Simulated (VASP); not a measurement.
# AlN (Fm-3m) in VASP: a series of runs

AlN is run at these levels: r2SCAN; tasks: single point.

Program: VASP 6.6.1. These are calculated values, not measurements. Logs are shortened: lines on timing, memory, paths and dates and some standing lists are left out, and cuts for length are marked.

## (1) The cell of the first run

It takes space group Fm-3m (No. 225, cubic). Conventional cell: a = 4.037 Å, b = 4.037 Å, c = 4.037 Å, α = 90.00°, β = 90.00°, γ = 90.00°. Al (site symmetry m-3m) has 6 N at 2.02 Å within 2.7 Å. Within 2.7 Å of N (site symmetry m-3m) lie 6 Al at 2.02 Å.

## (2) Single point, r2SCAN

POSCAR

```
AlN
1.0
    0.0000000000      2.0185979311      2.0185979311
    2.0185979311      0.0000000000      2.0185979311
    2.0185979311      2.0185979311      0.0000000000
Al N
1 1
Direct
    0.5000000000      0.5000000000      0.5000000000
    0.0000000000      0.0000000000      0.0000000000
```

INCAR.step1

```
PREC = Accurate ; ENCUT = 520
ISMEAR = 0 ; SIGMA = 0.1
LREAL = False ; LASPH = True
NELM = 60 ; NBANDS = 11
GGA = PE ; ALGO = Normal
EDIFF = 1E-4 ; LWAVE = True
LCHARG = False
```

INCAR.step2

```
PREC = Accurate ; ENCUT = 520
EDIFF = 1E-6 ; ISMEAR = 0
SIGMA = 0.1 ; LREAL = False
LASPH = True ; NELM = 60
ALGO = Normal ; ISIF = 2
LWAVE = False ; LCHARG = False
METAGGA = R2SCAN ; LMIXTAU = True
NBANDS = 11 ; ISTART = 1
```

KPOINTS

```
regular mesh
0
Gamma
  8 8 8
```

Potentials or basis: VASP PAW PBE potentials, release 64 (Al, N).

The run is started by

```sh
$ cat potpaw_PBE.64/Al/POTCAR potpaw_PBE.64/N/POTCAR > POTCAR
$ cp INCAR.step1 INCAR
$ mpirun -np 1 vasp_std > vasp.out
$ cp INCAR.step2 INCAR
$ mpirun -np 1 vasp_std > vasp.out
```

OUTCAR:

```text
PREC = Accurate
   ENCUT = 520
   EDIFF = 1E-6
   ISMEAR = 0
   LREAL = False
   LASPH = True
   NELM = 60
   ISIF = 2
   METAGGA = R2SCAN
   ISTART = 1

 ion  position               nearest neighbor table
   1  0.500  0.500  0.500-   2 2.02   2 2.02   2 2.02   2 2.02   2 2.02   2 2.02
   2  0.000  0.000  0.000-   1 2.02   1 2.02   1 2.02   1 2.02   1 2.02   1 2.02

  LATTYP: Found a face centered cubic cell.
 ALAT       =     4.0371958622

  Lattice vectors:

 A1 = (   0.0000000000,   2.0185979311,   2.0185979311)
 A2 = (   2.0185979311,   0.0000000000,   2.0185979311)
 A3 = (   2.0185979311,   2.0185979311,   0.0000000000)

Analysis of symmetry for initial positions (statically):
=====================================================================
 Subroutine PRICEL returns:
 Original cell was already a primitive cell.

 Routine SETGRP: Setting up the symmetry group for a
 face centered cubic supercell.

 Subroutine GETGRP returns: Found 48 space group operations
[... 9 lines left out ...]

 Routine SETGRP: Setting up the symmetry group for a
 face centered cubic supercell.

 Subroutine GETGRP returns: Found 48 space group operations
[... 11 lines left out ...]
                                     Primitive cell

  volume of cell :      16.4505

  direct lattice vectors                    reciprocal lattice vectors
     0.000000000  2.018597931  2.018597931    -0.247696677  0.247696677  0.247696677
     2.018597931  0.000000000  2.018597931     0.247696677 -0.247696677  0.247696677
     2.018597931  2.018597931  0.000000000     0.247696677  0.247696677 -0.247696677

  length of vectors
     2.854728571  2.854728571  2.854728571     0.429023230  0.429023230  0.429023230

  position of ions in fractional coordinates (direct lattice)
     0.500000000  0.500000000  0.500000000
     0.000000000  0.000000000  0.000000000

  ion indices of the primitive-cell ions
   primitive index   ion index
                 1           1
                 2           2

----------------------------------------------------------------------------------------

 KPOINTS: regular mesh

Automatic generation of k-mesh.
 Grid dimensions read from file:
 generate k-points for:    8    8    8

 Generating k-lattice:

  Cartesian coordinates                     Fractional coordinates (reciprocal lattice)
[... 58 lines left out ...]
   ENCUT  =  520.0 eV  38.22 Ry    6.18 a.u.   5.31  5.31  5.31*2*pi/ulx,y,z
   NELM   =     60;   NELMIN=  2; NELMDL=  0     # of ELM steps
   EDIFF  = 0.1E-05   stopping-criterion for ELM
   LREAL  =      F    real-space projection
   EDIFFG = 0.1E-04   stopping-criterion for IOM
   NSW    =      0    number of steps for IOM
   IBRION =     -1    ionic relax: 0-MD 1-quasi-New 2-CG
   NFREE  =      0    steps in history (QN), initial steepest desc. (CG)
   ISIF   =      2    stress and relaxation
   ISYM   =      2    0-nonsym 1-usesym 2-fastsym
   POTIM  = 0.5000    time-step for ionic-motion
   TEBEG  =    0.0;   TEEND  =   0.0 temperature during run
   PSTRESS=    0.0 pullay stress
   NELECT =       8.0000    total number of electrons
   NUPDOWN=      -1.0000    fix difference up-down
   EMIN   =  10.00;   EMAX   =-10.00  energy-range for DOS
   EFERMI =   0.00;   METHOD = LEGACY
   ISMEAR =     0;   SIGMA  =   0.10  broadening in eV -4-tet -1-fermi 0-gaus
   EFERMI_NEDOS =   21; number of points for ismear=-14 and -15
   IALGO  =     38    algorithm
   IMIX   =      4    mixing-type and parameters
     AMIX     =   0.40;   BMIX     =  1.00
     AMIX_MAG =   1.60;   BMIX_MAG =  1.00
  volume/ion in A,a.u.               =       8.23        55.51
  Fermi-wavevector in a.u.,A,eV,Ry     =   1.287395  2.432823 22.550089  1.657385
  Thomas-Fermi vector in A             =   2.419411
   LORBIT       =      0    0 simple, 1 ext, 2 COOP (PROOUT), +10 PAW based schemes
   METAGGA = R2SCAN    functional components
   LHFCALC =     F    Hartree Fock is set to
   AEXX    =    0.0000 exact exchange contribution
   IVDW    =     0    specifies the selected vdW correction
   LEPSILON=     F    determine dielectric tensor
   LRPA    =     F    only Hartree local field effects (RPA)
 non-spin polarized calculation
 Gauss-broadening in eV      SIGMA  =   0.10
  energy-cutoff  :      520.00
  volume of cell :       16.45
 maximum number of plane-waves:       459
 NGX is ok and might be reduce to    24
   NGX = 11   NGY = 11   NGZ = 11

 number of electron       7.9999999 magnetization

 Free energy of the ion-electron system (eV)
  ---------------------------------------------------
  ext. energy  EPLUGINS =         0.00000000
  ---------------------------------------------------
  free energy    TOTEN  =       -18.89666086 eV

  energy without entropy =      -18.89666086  energy(sigma->0) =      -18.89666086

 E-fermi :  10.3682     XC(G=0): -12.9007

 val. band max:        9.8322494798   @ k =   0.0000   0.0000   0.0000
 cond. band min:      15.3628302489   @ k =   0.5000   0.5000   0.0000
 fundamental gap:      5.5305807691
 Fermi energy:        10.3682140383

 k-point     1 :       0.0000    0.0000    0.0000
  band No.  band energies     occupation
      1      -8.6105      2.00000
      2       9.8322      2.00000
      3       9.8322      2.00000
      4       9.8322      2.00000
      5      16.4171      0.00000
      6      22.7590      0.00000
      7      22.7590      0.00000
      8      22.7590      0.00000
      9      28.4435      0.00000
     10      28.4435      0.00000
     11      28.5600      0.00000
[... 309 lines left out ...]
 k-point    24 :      -0.3750    0.2500    0.1250
  band No.  band energies     occupation
      1      -4.8537      2.00000
      2       2.2606      2.00000
      3       6.0192      2.00000
      4       7.7683      2.00000
      5      19.1430      0.00000
      6      19.3710      0.00000
      7      23.3333      0.00000
      8      23.7160      0.00000
      9      29.1869      0.00000
     10      30.3366      0.00000
     11      33.7616      0.00000

 [... further k-points ...]
[... 5 lines left out ...]
  --------------------------------------------------------------------------------------
  -------------------------------------------------------------------------------------
  Total       -0.0714792     -0.0714792     -0.0714792      0.0000000     -0.0000000      0.0000000
  in kB       -6.9616326     -6.9616326     -6.9616326      0.0000000     -0.0000000      0.0000000
  external PRESSURE =      -6.9616326 kB  Pullay stress =       0.0000000 kB

 VOLUME and BASIS-vectors are now :
 -----------------------------------------------------------------------------
  energy-cutoff  :      520.00
  volume of cell :       16.45
      direct lattice vectors                 reciprocal lattice vectors
     0.000000000  2.018597931  2.018597931    -0.247696677  0.247696677  0.247696677
     2.018597931  0.000000000  2.018597931     0.247696677 -0.247696677  0.247696677
     2.018597931  2.018597931  0.000000000     0.247696677  0.247696677 -0.247696677

 POSITION                                       TOTAL-FORCE (eV/Angst)
 -----------------------------------------------------------------------------------
      2.01860      2.01860      2.01860         0.000000      0.000000     -0.000000
      0.00000      0.00000      0.00000        -0.000000     -0.000000      0.000000
 -----------------------------------------------------------------------------------
    total drift:                                0.000000     -0.000000     -0.000000

  FREE ENERGIE OF THE ION-ELECTRON SYSTEM (eV)
  ---------------------------------------------------
  free  energy   TOTEN  =       -18.8966608602 eV

  energy  without entropy=      -18.8966608602  energy(sigma->0) =      -18.89666086
```

Run time: 26 s. Hardware: 1 thread of Intel Xeon Platinum 8488C (Sapphire Rapids), shared host; peak memory 0.14 GiB.

Results:

* Free energy: -18.8967 eV
* Pressure: -0.7 GPa
* Band gap on the k mesh: 5.53 eV, indirect (least direct gap 6.58 eV)

Caveat: the PAW data sets were made with another functional, which shifts forces and pressure a little.

## (3) Single point, r2SCAN

POSCAR

```
AlN
1.0
    0.0000000000      2.0188695352      2.0188695352
    2.0188695352      0.0000000000      2.0188695352
    2.0188695352      2.0188695352      0.0000000000
Al N
1 1
Direct
    0.5000000000      0.5000000000      0.5000000000
    0.0000000000      0.0000000000      0.0000000000
```

INCAR.step1

```
  PREC = Accurate
  ENCUT = 520
  ISMEAR = 0
  SIGMA = 0.02
  LREAL = False
  LASPH = True
  NELM = 80
  NBANDS = 11
  GGA = PE
  ALGO = Normal
  EDIFF = 1E-4
  LWAVE = True
  LCHARG = False
```

INCAR.step2

```
  PREC = Accurate
  ENCUT = 520
  EDIFF = 1E-6
  ISMEAR = 0
  SIGMA = 0.02
  LREAL = False
  LASPH = True
  NELM = 80
  ALGO = Normal
  ISIF = 2
  LWAVE = False
  LCHARG = False
  METAGGA = R2SCAN
  LMIXTAU = True
  NBANDS = 11
  ISTART = 1
```

KPOINTS

```
regular mesh
0
Gamma
  10 10 10
```

Potentials or basis: VASP PAW PBE potentials, release 64 (Al, N).

The run is started by

```sh
$ cat potpaw_PBE.64/Al/POTCAR potpaw_PBE.64/N/POTCAR > POTCAR
$ cp INCAR.step1 INCAR
$ mpirun -np 1 vasp_std > vasp.out
$ cp INCAR.step2 INCAR
$ mpirun -np 1 vasp_std > vasp.out
```

OUTCAR:

```text
PREC = Accurate
   ENCUT = 520
   EDIFF = 1E-6
   ISMEAR = 0
   LREAL = False
   LASPH = True
   NELM = 80
   ISIF = 2
   METAGGA = R2SCAN
   ISTART = 1

 ion  position               nearest neighbor table
   1  0.500  0.500  0.500-   2 2.02   2 2.02   2 2.02   2 2.02   2 2.02   2 2.02
   2  0.000  0.000  0.000-   1 2.02   1 2.02   1 2.02   1 2.02   1 2.02   1 2.02

  LATTYP: Found a face centered cubic cell.
 ALAT       =     4.0377390704

  Lattice vectors:

 A1 = (   0.0000000000,   2.0188695352,   2.0188695352)
 A2 = (   2.0188695352,   0.0000000000,   2.0188695352)
 A3 = (   2.0188695352,   2.0188695352,   0.0000000000)

Analysis of symmetry for initial positions (statically):
=====================================================================
 Subroutine PRICEL returns:
 Original cell was already a primitive cell.

 Routine SETGRP: Setting up the symmetry group for a
 face centered cubic supercell.

 Subroutine GETGRP returns: Found 48 space group operations
[... 9 lines left out ...]

 Routine SETGRP: Setting up the symmetry group for a
 face centered cubic supercell.

[... 156 lines left out ...]
 cond. band min:      15.3534916620   @ k =   0.5000   0.5000   0.0000
 fundamental gap:      5.5267991900
 Fermi energy:         9.9198107791

 k-point     1 :       0.0000    0.0000    0.0000
  band No.  band energies     occupation
      1      -8.6123      2.00000
      2       9.8267      2.00000
      3       9.8267      2.00000
      4       9.8267      2.00000
      5      16.4055      0.00000
      6      22.7523      0.00000
      7      22.7523      0.00000
      8      22.7523      0.00000
      9      28.4352      0.00000
     10      28.4352      0.00000
     11      28.5522      0.00000
[... 309 lines left out ...]
 k-point    24 :       0.4000    0.3000    0.0000
  band No.  band energies     occupation
      1      -5.5751      2.00000
      2       3.7890      2.00000
      3       6.9453      2.00000
      4       7.4558      2.00000
      5      16.8316      0.00000
      6      17.5634      0.00000
      7      23.2243      0.00000
      8      26.6971      0.00000
      9      27.5785      0.00000
     10      32.7558      0.00000
     11      36.2199      0.00000

 [... further k-points ...]
[... 5 lines left out ...]
  --------------------------------------------------------------------------------------
  -------------------------------------------------------------------------------------
  Total       -0.0828767     -0.0828767     -0.0828767     -0.0000000      0.0000000     -0.0000000
  in kB       -8.0684163     -8.0684163     -8.0684163     -0.0000000      0.0000000     -0.0000000
  external PRESSURE =      -8.0684163 kB  Pullay stress =       0.0000000 kB

 VOLUME and BASIS-vectors are now :
 -----------------------------------------------------------------------------
  energy-cutoff  :      520.00
  volume of cell :       16.46
      direct lattice vectors                 reciprocal lattice vectors
     0.000000000  2.018869535  2.018869535    -0.247663354  0.247663354  0.247663354
     2.018869535  0.000000000  2.018869535     0.247663354 -0.247663354  0.247663354
     2.018869535  2.018869535  0.000000000     0.247663354  0.247663354 -0.247663354

 POSITION                                       TOTAL-FORCE (eV/Angst)
 -----------------------------------------------------------------------------------
      2.01887      2.01887      2.01887        -0.000000      0.000000     -0.000000
      0.00000      0.00000      0.00000         0.000000      0.000000      0.000000
 -----------------------------------------------------------------------------------
    total drift:                                0.000000     -0.000000     -0.000000

  FREE ENERGIE OF THE ION-ELECTRON SYSTEM (eV)
  ---------------------------------------------------
  free  energy   TOTEN  =       -18.8969261127 eV

  energy  without entropy=      -18.8969261127  energy(sigma->0) =      -18.89692611
```

OUTCAR.step1:

```text
PREC = Accurate
   ENCUT = 520
   ISMEAR = 0
   LREAL = False
   LASPH = True
[... 558 lines left out ...]
      2.01887      2.01887      2.01887         0.000000      0.000000      0.000000
      0.00000      0.00000      0.00000        -0.000000     -0.000000     -0.000000
 -----------------------------------------------------------------------------------
    total drift:                                0.000000     -0.000000     -0.000000

  FREE ENERGIE OF THE ION-ELECTRON SYSTEM (eV)
  ---------------------------------------------------
  free  energy   TOTEN  =       -14.5383952618 eV

  energy  without entropy=      -14.5383952618  energy(sigma->0) =      -14.53839526
```

OSZICAR.step1:

```text
N       E                     dE             d eps       ncg     rms          rms(c)
DAV:   1     0.654824853911E+01    0.65482E+01   -0.40522E+03  1050   0.669E+02
DAV:   2    -0.156963418831E+02   -0.22245E+02   -0.21638E+02  1254   0.126E+02
DAV:   3    -0.162847092038E+02   -0.58837E+00   -0.58750E+00  1255   0.183E+01
DAV:   4    -0.162866395754E+02   -0.19304E-02   -0.19302E-02  1160   0.112E+00
DAV:   5    -0.162866542387E+02   -0.14663E-04   -0.14664E-04  1232   0.988E-02    0.761E+00
DAV:   6    -0.145585049601E+02    0.17281E+01   -0.74526E+00  1124   0.145E+01    0.270E+00
DAV:   7    -0.145441110812E+02    0.14394E-01   -0.19080E-01  1171   0.315E+00    0.178E+00
DAV:   8    -0.145387198471E+02    0.53912E-02   -0.15999E-02  1085   0.110E+00    0.341E-01
DAV:   9    -0.145383367144E+02    0.38313E-03   -0.16020E-03  1181   0.239E-01    0.152E-01
DAV:  10    -0.145383952618E+02   -0.58547E-04   -0.13931E-04   642   0.880E-02
   1 F= -.14538395E+02 E0= -.14538395E+02  d E =-.215718E-14
```

It took 31 s on 1 thread of Intel Xeon Platinum 8488C (Sapphire Rapids), shared host; peak memory 0.14 GiB.

Results:

| Quantity | Value |
| --- | --- |
| Free energy | -18.8969 eV |
| Pressure | -0.8 GPa |
| Band gap on the k mesh | 5.53 eV, indirect (least direct gap 6.58 eV) |

Caveat: the PAW data sets were made with another functional, which shifts forces and pressure a little.
